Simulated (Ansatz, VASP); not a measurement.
Two plane-wave programs on Cd

Contents of INCAR:

```
PREC = Accurate ; ENCUT = 520
EDIFF = 1E-6 ; ISMEAR = 0
SIGMA = 0.1 ; LREAL = F
LASPH = T ; NELM = 150
ALGO = Fast ; ISIF = 2
LWAVE = F ; LCHARG = F
ISPIN = 2 ; MAGMOM = 0 0
LORBIT = 11 ; GGA = PE
NBANDS = 23
```

The input KPOINTS:

```
Automatic mesh
0
Gamma
  21 21 10
```

Contents of POSCAR:

```
Cd
1.0
    3.0751459486      0.0000000000      0.0000000000
   -1.5375729743      2.6631545118      0.0000000000
    0.0000000000      0.0000000000      5.6342211957
Cd
2
Direct
    0.3333333333      0.6666666667      0.2500000000
    0.6666666667      0.3333333333      0.7500000000
```

Input for Ansatz:

```yaml
crystal:
  lattice:
    - [3.0751459486, 0.0, 0.0]
    - [-1.5375729743, 2.6631545118, 0.0]
    - [0.0, 0.0, 5.6342211957]
  atoms:
    - { symbol: Cd, position: [0.3333333333, 0.6666666667, 0.25] }
    - { symbol: Cd, position: [0.6666666667, 0.3333333333, 0.75] }
basis:
  ecutwfc: 420
kpoints:
  mp_grid: { grid: [21, 21, 10] }
hamiltonian:
  xc: pbe
scf:
  occupations: { method: gaussian, width: 0.1 }
output:
  forces: true
  eigenvalues: true
  stress: true
magnetization:
  spin_polarized: true
```

Alike in both runs: task single point; functional PBE; k mesh 21 × 21 × 10; occupations gaussian, width 0.1 eV; collinear spin.

|  | VASP | Ansatz |
| --- | --- | --- |
| version | VASP 6.6.1 | Ansatz 0.2.0 |
| potentials or method | VASP PAW PBE potentials, release 64 (Cd), cutoff 520 eV | scalar-relativistic, plane waves, PAW |
| valence electrons in the cell | 24 | 40 |

```tsv
	VASP	Ansatz	Ansatz less VASP
gap on the k mesh at the Fermi level (eV)	none	none	-
pressure (GPa)	-0.4	-0.6	-0.26
traceless stress, the component that is largest in VASP (GPa)	0.55	0.63	+0.086
net moment per atom (μB)	0.00	0.00	0.000
```

A gap of «none» marks a metal or a gap that the smearing closes. VASP's potentials hold 24 valence electrons a cell and Ansatz's 40, so a difference there can come from the potentials and not from the codes. Ansatz's warnings: no starting moments, stability check not made.
